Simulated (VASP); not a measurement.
## TaN: single point with PBEsol

The system is TaN.

```
Ta N
1.0
     2.92399    0.00000    0.00000
    -1.46200    2.53225    0.00000
     0.00000    0.00000    2.87059
Ta N
1 1
Cartesian
  0.0000 1.6882 1.4353
  0.0000 0.0000 0.0000
```

```
Program                : VASP 6.6.1
Task                   : single point
Functional             : PBEsol
Potentials or basis    : VASP PAW PBE potentials, release 64 (Ta_pv, N)
Cutoff                 : 520 eV
k mesh                 : 12 × 12 × 11
Occupations            : fermi-dirac, width 0.1 eV
Spin                   : no spin polarisation
Dipole correction      : no
Further INCAR settings : ALGO = Normal; EDIFF = 1e-06; NBANDS = 15
```

- Pressure: 0.9 GPa
- Band gap on the k mesh: zero (bands 8 and 9 overlap by 0.24 eV)

Stress tensor (GPa, compression positive):
```
0.79 0.00 0.00
0.00 0.79 0.00
0.00 0.00 1.02
```

Levels at points of the mesh, in eV from the Fermi level:
```tsv
k point	band 6	band 7	band 8	band 9	band 10	band 11
(0.00, 0.00, 0.00)	-4.63	-4.30	-2.94	2.31	3.65	3.65
(0.50, 0.00, 0.00)	-5.28	-3.57	-3.20	3.03	4.12	5.28
```

It took 27 s on 1 thread of Intel Xeon 8259CL, on a shared host, peak memory 0.17 GiB.

Caveat: the PAW data sets were made with another functional, which shifts forces and pressure a little; spin-orbit coupling is left out, which moves the levels of the heavy elements.
